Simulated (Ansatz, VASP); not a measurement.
**Two plane-wave programs on TiTe**

INCAR

```
SYSTEM = TiTe
ALGO = Normal ; EDIFF = 1E-7
EDIFFG = -0.005 ; ENCUT = 600
GGA = PS ; IBRION = 2
ISIF = 3 ; ISMEAR = 0
LASPH = .True. ; LCHARG = .False.
LREAL = .False. ; LWAVE = .False.
NELM = 80 ; NSW = 100
PREC = Accurate ; SIGMA = 0.1
```

The input KPOINTS:

```
k-points
0
Gamma
  12 12 4
  0 0 0
```

POSCAR

```
TiTe
1.0
    3.8681620000      0.0000000000      0.0000000000
   -1.9340810000      3.3499260000      0.0000000000
    0.0000000000      0.0000000000      9.4750220000
Ti Te
3 3
Direct
    0.0000000000      0.0000000000      0.0000000000
    0.3333333300      0.6666666700      0.3333333300
    0.6666666700      0.3333333300      0.6666666700
    0.6666666700      0.3333333300      0.1666666700
    0.0000000000      0.0000000000      0.5000000000
    0.3333333300      0.6666666700      0.8333333300
```

Input for Ansatz:

```yaml
crystal:
  lattice:
    - [3.868162, 0.0, 0.0]
    - [-1.934081, 3.349926, 0.0]
    - [0.0, 0.0, 9.475022]
  atoms:
    - { symbol: Ti, position: [0.0, 0.0, 0.0] }
    - { symbol: Te, position: [0.66666667, 0.33333333, 0.16666667] }
    - { symbol: Ti, position: [0.33333333, 0.66666667, 0.33333333] }
    - { symbol: Te, position: [0.0, 0.0, 0.5] }
    - { symbol: Ti, position: [0.66666667, 0.33333333, 0.66666667] }
    - { symbol: Te, position: [0.33333333, 0.66666667, 0.83333333] }
basis:
  ecutwfc: 420
kpoints:
  mp_grid: { grid: [12, 12, 4] }
hamiltonian:
  xc: pbesol
scf:
  occupations: { method: gaussian, width: 0.1 }
output:
  forces: true
  stress: true
  eigenvalues: true
relax:
  adjacent_minimum: "off"
  f_tol: 0.005
  max_steps: 80
  cell: { stress_tol: 0.05 }
```

Alike in both runs: task relaxation of cell and atoms; functional PBEsol; k mesh 12 × 12 × 4; occupations gaussian, width 0.1 eV; no spin polarisation.

|  | VASP | Ansatz |
| --- | --- | --- |
| version | VASP 6.6.1 | Ansatz 0.2.0 |
| potentials or method | VASP PAW PBE potentials, release 64 (Ti_sv, Te), cutoff 600 eV | scalar-relativistic, plane waves, PAW |
| valence electrons in the cell | 54 | 84 |

Ansatz gave:

| Property | Result |
| --- | --- |
| gap on the k mesh at the Fermi level, each at its own relaxed structure (eV) | none |
| relaxed volume (Å³/atom) | 21.53 |

Problem. Estimate VASP's values.

Solution. gap on the k mesh at the Fermi level, each at its own relaxed structure (eV): none; relaxed volume (Å³/atom): 21.56.

VASP's potentials were made for PBE, not for PBEsol. A gap of «none» marks a metal or a gap that the smearing closes. VASP's potentials hold 54 valence electrons a cell and Ansatz's 84, so a difference there can come from the potentials and not from the codes.

Neither program's run includes spin-orbit coupling.
